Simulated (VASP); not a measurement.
Wanted: the native input for a VASP 6.6.1 run.

```
Task                   : single point
Functional             : PBEsol
Potentials or basis    : VASP PAW PBE potentials, release 64 (Ti_sv)
Cutoff                 : 520 eV
k mesh                 : 12 × 12 × 12
Occupations            : methfessel-paxton, width 0.15 eV
Spin                   : no spin polarisation
Dipole correction      : no
Further INCAR settings : ALGO = Normal; EDIFF = 1e-06; NBANDS = 12
```

The structure of Ti lies in POSCAR:

```
Ti
1.0
    0.0000000000      2.0827507031      2.0827507031
    2.0827507031      0.0000000000      2.0827507031
    2.0827507031      2.0827507031      0.0000000000
Ti
1
Direct
    0.0000000000      0.0000000000      0.0000000000
```

The input as run:

INCAR

```
SYSTEM = Ti
ALGO = Normal ; EDIFF = 1E-6
ENCUT = 520 ; GGA = PS
ISIF = 2 ; ISMEAR = 1
LASPH = .True. ; LCHARG = .False.
LREAL = .False. ; LWAVE = .False.
NBANDS = 12 ; NELM = 60
PREC = Accurate ; SIGMA = 0.15
```

KPOINTS

```
k-points
0
Gamma
  12 12 12
  0 0 0
```

Potentials or basis: VASP PAW PBE potentials, release 64 (Ti_sv).

Command:

```bash
$ cat potpaw_PBE.64/Ti_sv/POTCAR > POTCAR
$ mpirun -np 1 vasp_std > vasp.out
```

It gave:

```json
{"Pressure": "-8.2 GPa", "Band gap on the k mesh": "zero (band 6 reaches 8.53 eV, above the bottom of band 7 at 7.32 eV)"}
```

Caveat: the PAW data sets were made with another functional, which shifts forces and pressure a little.

Wall time 18 s on 1 thread of Intel Xeon 8259CL, with other jobs on the host, peak memory 0.15 GiB.
